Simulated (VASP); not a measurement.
# Si5F (P-6m2) in VASP: relaxation of cell and atoms with PBE

Aim: the relaxation of cell and atoms of Si5F with PBE.

Everything below comes from runs of VASP 6.6.1. Logs are shortened: lines on timing, memory, paths and dates and some standing lists are left out, and cuts for length are marked.

**1. The cell of the first run**

The structure is hexagonal, space group P-6m2 (No. 187). The conventional cell has a = 2.669 Å, b = 2.669 Å, c = 13.295 Å, α = 90.00°, β = 90.00°, γ = 120.00°. Si (site symmetry 3m) has 3 F at 2.48 Å and 9 Si at 2.67 to 2.82 Å within 3.3 Å. Si (site symmetry 3m) has 12 Si at 2.67 to 2.82 Å within 3.5 Å. Within 3.5 Å of Si (site symmetry -6m2) lie 12 Si at 2.67 to 2.80 Å. Within 3.3 Å of F (site symmetry -6m2) lie 6 Si at 2.48 Å and 6 F at 2.67 Å.

The cell was generated, and may not be a known phase.

**2. Relaxation of cell and atoms, PBE**

INCAR

```
ALGO = Normal ; EDIFF = 1E-7
EDIFFG = -0.01 ; ENCUT = 600
GGA = PE ; IBRION = 2
ISIF = 3 ; ISMEAR = 0
LASPH = True ; LCHARG = False
LREAL = False ; LWAVE = False
NELM = 100 ; NSW = 100
PREC = Accurate ; SIGMA = 0.1
```

KPOINTS

```
k-points
0
Gamma
  18 18 4
```

POSCAR

```
Si5F
1.0
    2.6686075624      0.0000000000      0.0000000000
   -1.3343037812      2.3110819418      0.0000000000
    0.0000000000      0.0000000000     13.2949399516
Si F
5 1
Direct
    0.6666666667      0.3333333333      0.8535489117
    0.3333333333      0.6666666667      0.6760320096
    0.6666666667      0.3333333333      0.5000000000
    0.3333333333      0.6666666667      0.3239679904
    0.6666666667      0.3333333333      0.1464510883
    0.3333333333      0.6666666667      0.0000000000
```

Potentials or basis: VASP PAW PBE potentials, release 64 (Si, F).

Started as:

```bash
$ cat potpaw_PBE.64/Si/POTCAR potpaw_PBE.64/F/POTCAR > POTCAR
$ mpirun -np 1 vasp_std > vasp.out
```

OUTCAR:

```text
EDIFF = 1E-7
   EDIFFG = -0.01
   ENCUT = 600
   GGA = PE
   IBRION = 2
   ISIF = 3
   ISMEAR = 0
   LASPH = True
   LREAL = False
   NELM = 100
   NSW = 100
   PREC = Accurate

 ion  position               nearest neighbor table
   1  0.667  0.333  0.854-   6 2.48   6 2.48   6 2.48   2 2.82   2 2.82   2 2.82
   2  0.333  0.667  0.676-   3 2.80   3 2.80   3 2.80   1 2.82   1 2.82   1 2.82
   3  0.667  0.333  0.500-   2 2.80   4 2.80   2 2.80   4 2.80   2 2.80   4 2.80
   4  0.333  0.667  0.324-   3 2.80   3 2.80   3 2.80   5 2.82   5 2.82   5 2.82
   5  0.667  0.333  0.146-   6 2.48   6 2.48   6 2.48   4 2.82   4 2.82   4 2.82
   6  0.333  0.667  0.000-   1 2.48   5 2.48   1 2.48   5 2.48   1 2.48   5 2.48

  LATTYP: Found a hexagonal cell.
 ALAT       =     2.6686075624
 C/A-ratio  =     4.9819764206

  Lattice vectors:

 A1 = (   2.6686075624,   0.0000000000,   0.0000000000)
 A2 = (  -1.3343037812,   2.3110819418,   0.0000000000)
 A3 = (   0.0000000000,   0.0000000000,  13.2949399516)

Analysis of symmetry for initial positions (statically):
=====================================================================
 Subroutine PRICEL returns:
 Original cell was already a primitive cell.

 Routine SETGRP: Setting up the symmetry group for a
 hexagonal supercell.

 Subroutine GETGRP returns: Found 12 space group operations
 (whereof 12 operations were pure point group operations)
 out of a pool of 24 trial point group operations.

The static configuration has the point symmetry D_3h.

Analysis of symmetry for dynamics (positions and initial velocities):
=====================================================================
 Subroutine PRICEL returns:
 Original cell was already a primitive cell.

 Routine SETGRP: Setting up the symmetry group for a
 hexagonal supercell.

 Subroutine GETGRP returns: Found 12 space group operations
 (whereof 12 operations were pure point group operations)
 out of a pool of 24 trial point group operations.

The dynamic configuration has the point symmetry D_3h.

 Subroutine INISYM returns: Found 12 space group operations
 (whereof 12 operations are pure point group operations),
 and found     1 'primitive' translations

----------------------------------------------------------------------------------------

                                     Primitive cell

  volume of cell :      81.9948

  direct lattice vectors                    reciprocal lattice vectors
     2.668607562  0.000000000  0.000000000     0.374727260  0.216348884  0.000000000
    -1.334303781  2.311081942  0.000000000     0.000000000  0.432697769  0.000000000
     0.000000000  0.000000000 13.294939952     0.000000000  0.000000000  0.075216586

  length of vectors
     2.668607562  2.668607562 13.294939952     0.432697769  0.432697769  0.075216586

  position of ions in fractional coordinates (direct lattice)
     0.666666667  0.333333333  0.853548912
     0.333333333  0.666666667  0.676032010
     0.666666667  0.333333333  0.500000000
     0.333333333  0.666666667  0.323967990
     0.666666667  0.333333333  0.146451088
     0.333333333  0.666666667  0.000000000

  ion indices of the primitive-cell ions
   primitive index   ion index
                 1           1
                 2           2
                 3           3
                 4           4
                 5           5
                 6           6

----------------------------------------------------------------------------------------

 KPOINTS: k-points

Automatic generation of k-mesh.
 Grid dimensions read from file:
 generate k-points for:   18   18    4

 Generating k-lattice:

  Cartesian coordinates                     Fractional coordinates (reciprocal lattice)
     0.020818181  0.012019382  0.000000000     0.055555556  0.000000000  0.000000000
     0.000000000  0.024038765  0.000000000     0.000000000  0.055555556  0.000000000
     0.000000000  0.000000000  0.018804147     0.000000000  0.000000000  0.250000000

  Length of vectors
     0.024038765  0.024038765  0.018804147

  Shift w.r.t. Gamma in fractional coordinates (k-lattice)
     0.000000000  0.000000000  0.000000000

 Subroutine IBZKPT returns following result:
 ===========================================

 Found    111 irreducible k-points:

 Following reciprocal coordinates:
            Coordinates               Weight
  0.000000  0.000000  0.000000      1.000000
  0.055556  0.000000  0.000000      6.000000
  0.111111  0.000000  0.000000      6.000000
  0.166667 -0.000000  0.000000      6.000000
  0.222222 -0.000000  0.000000      6.000000
  0.277778 -0.000000  0.000000      6.000000
[... 16 lines left out ...]
  0.333333  0.111111  0.000000     12.000000
  0.388889  0.111111  0.000000     12.000000
 [... further k-points ...]
   k-points           NKPTS =    111   k-points in BZ     NKDIM =    111   number of bands    NBANDS=     17
   number of dos      NEDOS =    301   number of ions     NIONS =      6
   total plane-waves  NPLWV =  62208
   dimension x,y,z NGX =    24 NGY =   24 NGZ =  108
   dimension x,y,z NGXF=    48 NGYF=   48 NGZF=  216
   ions per type =               5   1
   NGX,Y,Z   is equivalent  to a cutoff of  14.95, 14.95, 13.50 a.u.
   NGXF,Y,Z  is equivalent  to a cutoff of  29.90, 29.90, 27.01 a.u.
 SYSTEM =  unknown system
   PREC   = accura    normal or accurate (medium, high low for compatibility)
   ISTART =      0    job   : 0-new  1-cont  2-samecut
   ICHARG =      2    charge: 1-file 2-atom 10-const
   ISPIN  =      1    spin polarized calculation?
   LNONCOLLINEAR =      F non collinear calculations
   LSORBIT =      F    spin-orbit coupling
   LASPH  =      T    aspherical Exc in radial PAW
   ENCUT  =  600.0 eV  44.10 Ry    6.64 a.u.   5.33  5.33 26.55*2*pi/ulx,y,z
   NELM   =    100;   NELMIN=  2; NELMDL= -5     # of ELM steps
   EDIFF  = 0.1E-06   stopping-criterion for ELM
   LREAL  =      F    real-space projection
   EDIFFG = -.1E-01   stopping-criterion for IOM
   NSW    =    100    number of steps for IOM
   IBRION =      2    ionic relax: 0-MD 1-quasi-New 2-CG
   NFREE  =      1    steps in history (QN), initial steepest desc. (CG)
   ISIF   =      3    stress and relaxation
   ISYM   =      2    0-nonsym 1-usesym 2-fastsym
   POTIM  = 0.5000    time-step for ionic-motion
   TEBEG  =    0.0;   TEEND  =   0.0 temperature during run
   PSTRESS=    0.0 pullay stress
   NELECT =      27.0000    total number of electrons
   NUPDOWN=      -1.0000    fix difference up-down
   EMIN   =  10.00;   EMAX   =-10.00  energy-range for DOS
   EFERMI =   0.00;   METHOD = LEGACY
   ISMEAR =     0;   SIGMA  =   0.10  broadening in eV -4-tet -1-fermi 0-gaus
   EFERMI_NEDOS =   21; number of points for ismear=-14 and -15
   IALGO  =     38    algorithm
   IMIX   =      4    mixing-type and parameters
     AMIX     =   0.40;   BMIX     =  1.00
     AMIX_MAG =   1.60;   BMIX_MAG =  1.00
  volume/ion in A,a.u.               =      13.67        92.22
  Fermi-wavevector in a.u.,A,eV,Ry     =   1.130491  2.136319 17.388393  1.278011
  Thomas-Fermi vector in A             =   2.267188
   LORBIT       =      0    0 simple, 1 ext, 2 COOP (PROOUT), +10 PAW based schemes
   GGA     = PE    functional components
   LHFCALC =     F    Hartree Fock is set to
   AEXX    =    0.0000 exact exchange contribution
   IVDW    =     0    specifies the selected vdW correction
   LEPSILON=     F    determine dielectric tensor
   LRPA    =     F    only Hartree local field effects (RPA)
 conjugate gradient relaxation of ions
 non-spin polarized calculation
 Gauss-broadening in eV      SIGMA  =   0.10
  energy-cutoff  :      600.00
  volume of cell :       81.99
 maximum number of plane-waves:      2790
 NGX is ok and might be reduce to    24
   NGX = 11   NGY = 11   NGZ = 53

--------------------------------------- Ionic step        1  -------------------------------------------

 number of electron      26.9999992 magnetization

 Free energy of the ion-electron system (eV)
  ---------------------------------------------------
  ext. energy  EPLUGINS =         0.00000000
  ---------------------------------------------------
  free energy    TOTEN  =       -28.25578517 eV

  energy without entropy =      -28.24533731  energy(sigma->0) =      -28.25056124

------------------------ aborting loop because EDIFF is reached ----------------------------------------

  FORCE on cell =-STRESS in cart. coord.  units (eV):
  Direction    XX          YY          ZZ          XY          YZ          ZX
  --------------------------------------------------------------------------------------
  -------------------------------------------------------------------------------------
  Total        0.1377819      0.1377819     -0.7504449      0.0000000     -0.0000000      0.0000000
  in kB        2.6922550      2.6922550    -14.6636791      0.0000000     -0.0000000      0.0000000
  external PRESSURE =      -3.0930564 kB  Pullay stress =       0.0000000 kB

 VOLUME and BASIS-vectors are now :
 -----------------------------------------------------------------------------
  energy-cutoff  :      600.00
  volume of cell :       81.99
      direct lattice vectors                 reciprocal lattice vectors
     2.668607562  0.000000000  0.000000000     0.374727260  0.216348884  0.000000000
    -1.334303781  2.311081942  0.000000000     0.000000000  0.432697769  0.000000000
     0.000000000  0.000000000 13.294939952     0.000000000  0.000000000  0.075216586
[... 281 lines left out ...]
 POSITION                                       TOTAL-FORCE (eV/Angst)
 -----------------------------------------------------------------------------------
      1.34054      0.77396     11.16080         0.000000     -0.000000      0.005520
     -0.00000      1.54792      8.84050        -0.000000      0.000000     -0.010166
      1.34054      0.77396      6.55349         0.000000     -0.000000      0.000000
     -0.00000      1.54792      4.26649         0.000000     -0.000000      0.010166
      1.34054      0.77396      1.94619        -0.000000      0.000000     -0.005520
     -0.00000      1.54792     13.10699        -0.000000     -0.000000      0.000000
 -----------------------------------------------------------------------------------
    total drift:                                0.000000     -0.000000     -0.000000

  FREE ENERGIE OF THE ION-ELECTRON SYSTEM (eV)
  ---------------------------------------------------
  free  energy   TOTEN  =       -28.2645946096 eV

  energy  without entropy=      -28.2505970282  energy(sigma->0) =      -28.25759582

--------------------------------------- Ionic step        9  -------------------------------------------

 number of electron      26.9999990 magnetization

 Free energy of the ion-electron system (eV)
  ---------------------------------------------------
  ext. energy  EPLUGINS =         0.00000000
  ---------------------------------------------------
  free energy    TOTEN  =       -28.26464316 eV

  energy without entropy =      -28.25076679  energy(sigma->0) =      -28.25770498

 E-fermi :   9.1560     XC(G=0): -11.1058

 val. band max:        9.1538095060   @ k =   0.2778  -0.0000   0.2500
 cond. band min:       9.1618659872   @ k =   0.2222   0.1667   0.5000
 fundamental gap:      0.0080564812
 Fermi energy:         9.1559540608

 k-point     1 :       0.0000    0.0000    0.0000
  band No.  band energies     occupation
      1     -14.6471      2.00000
      2      -5.1605      2.00000
      3      -4.5090      2.00000
      4      -3.1612      2.00000
      5      -2.1807      2.00000
      6       0.2026      2.00000
[... 9 lines left out ...]
     16      18.3947      0.00000
     17      18.5698      0.00000
[... 441 lines left out ...]
 k-point    24 :       0.3889    0.1111    0.0000
  band No.  band energies     occupation
      1     -13.9093      2.00000
      2       0.2915      2.00000
      3       0.8746      2.00000
      4       1.6323      2.00000
      5       2.5647      2.00000
      6       2.8924      2.00000
[... 9 lines left out ...]
     16      10.3023      0.00000
     17      10.9340      0.00000

 [... further k-points ...]
[... 5 lines left out ...]
  --------------------------------------------------------------------------------------
  -------------------------------------------------------------------------------------
  Total       -0.0154522     -0.0154522     -0.0046413      0.0000000      0.0000000      0.0000000
  in kB       -0.3033036     -0.3033036     -0.0911014      0.0000000      0.0000000      0.0000000
  external PRESSURE =      -0.2325695 kB  Pullay stress =       0.0000000 kB

 VOLUME and BASIS-vectors are now :
 -----------------------------------------------------------------------------
  energy-cutoff  :      600.00
  volume of cell :       81.63
      direct lattice vectors                 reciprocal lattice vectors
     2.680683454 -0.000000000 -0.000000000     0.373039196  0.215374280  0.000000000
    -1.340341727  2.321539971  0.000000000     0.000000000  0.430748560  0.000000000
    -0.000000000 -0.000000000 13.116008113     0.000000000 -0.000000000  0.076242710

 POSITION                                       TOTAL-FORCE (eV/Angst)
 -----------------------------------------------------------------------------------
      1.34034      0.77385     11.16910        -0.000000     -0.000000      0.005459
     -0.00000      1.54769      8.84357         0.000000      0.000000     -0.001422
      1.34034      0.77385      6.55800         0.000000     -0.000000      0.000000
     -0.00000      1.54769      4.27244        -0.000000     -0.000000      0.001422
      1.34034      0.77385      1.94691         0.000000      0.000000     -0.005459
     -0.00000      1.54769      0.00000        -0.000000     -0.000000      0.000000
 -----------------------------------------------------------------------------------
    total drift:                                0.000000     -0.000000     -0.000000

  FREE ENERGIE OF THE ION-ELECTRON SYSTEM (eV)
  ---------------------------------------------------
  free  energy   TOTEN  =       -28.2646431646 eV

  energy  without entropy=      -28.2507667879  energy(sigma->0) =      -28.25770498

 reached required accuracy - stopping structural energy minimisation
```

Wall time 12 min (1 thread of AMD EPYC 9R45 (Zen 5), shared host); peak memory 0.31 GiB.

Results:

| Property | Result |
| --- | --- |
| Free energy | -28.2646 eV |
| Relaxed volume | 13.60 Å³/atom |
| Relaxed cell | a = 2.681 Å, b = 2.681 Å, c = 13.116 Å, α = 90.00°, β = 90.00°, γ = 120.00° |
| Space group after relaxing (to 0.1 Å) | P-6m2 (No. 187) |
| Energy gained by relaxing | 1.5 meV/atom |
| Ionic steps | 9 |
| Pressure after relaxing | 0.0 GPa |
| Largest force after relaxing | 0.005 eV/Å |

Forces in eV/Å, atoms in the order of the input:
```
Si   0.000  0.000  0.005
Si   0.000  0.000 -0.001
Si   0.000  0.000  0.000
Si   0.000  0.000  0.001
Si   0.000  0.000 -0.005
F    0.000  0.000  0.000
```

Step by step:
```
step  energy change (eV)  largest force (eV/Å)  pressure (GPa)  volume (Å³)
   1              0.0000                0.0694           -0.31        81.99
   2             -0.0040                0.0841            0.04        81.68
   3             -0.0052                0.1234            0.36        81.40
   4             -0.0074                0.0801            0.05        81.66
   5             -0.0081                0.0407           -0.25        81.90
   6             -0.0088                0.0135           -0.03        81.63
   7             -0.0088                0.0130            0.01        81.58
   8             -0.0088                0.0102            0.01        81.59
   9             -0.0089                0.0055           -0.02        81.63
```

Final structure:
```xyz
6
Lattice="2.6807 0.0000 0.0000 -1.3403 2.3215 0.0000 0.0000 0.0000 13.1160" Properties=species:S:1:pos:R:3 pbc="T T T"
Si    1.3403    0.7738   11.1691
Si    0.0000    1.5477    8.8436
Si    1.3403    0.7738    6.5580
Si    0.0000    1.5477    4.2724
Si    1.3403    0.7738    1.9469
F     0.0000    1.5477    0.0000
```

Caveat: the highest band is partly filled, so the run has too few bands.
